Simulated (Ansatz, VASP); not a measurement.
**Two plane-wave programs on NaGeCl3**

```
CELL_PARAMETERS angstrom
5.24227 0.00000 0.00000
0.00000 5.24227 0.00000
0.00000 0.00000 5.24227
ATOMIC_POSITIONS crystal
Na 0.00000 0.00000 0.00000
Ge 0.50000 0.50000 0.50000
Cl 0.50000 0.50000 0.00000
Cl 0.50000 0.00000 0.50000
Cl 0.00000 0.50000 0.50000
```

Alike in both runs: task single point; functional r2SCAN; k mesh 4 × 4 × 4; no spin polarisation.

|  | VASP | Ansatz |
| --- | --- | --- |
| version | VASP 6.6.1 | Ansatz 0.2.0 |
| potentials or method | VASP PAW PBE potentials, release 64 (Na_pv, Ge_d, Cl) | plane waves, PAW |
| plane-wave cutoff (eV) | 520 | 500 |
| occupations | gaussian, width 0.01 eV | fixed |
| valence electrons in the cell | 42 | 44 |

Ansatz gave:

* gap on the k mesh at the Fermi level (eV): 0.94
* pressure (GPa): -0.8

Q: What did VASP give for the same quantities?

A: gap on the k mesh at the Fermi level (eV): 0.95; pressure (GPa): -0.9.

VASP's potentials were made for PBE, not for r2SCAN. VASP's potentials hold 42 valence electrons a cell and Ansatz's 44, so a difference there can come from the potentials and not from the codes.
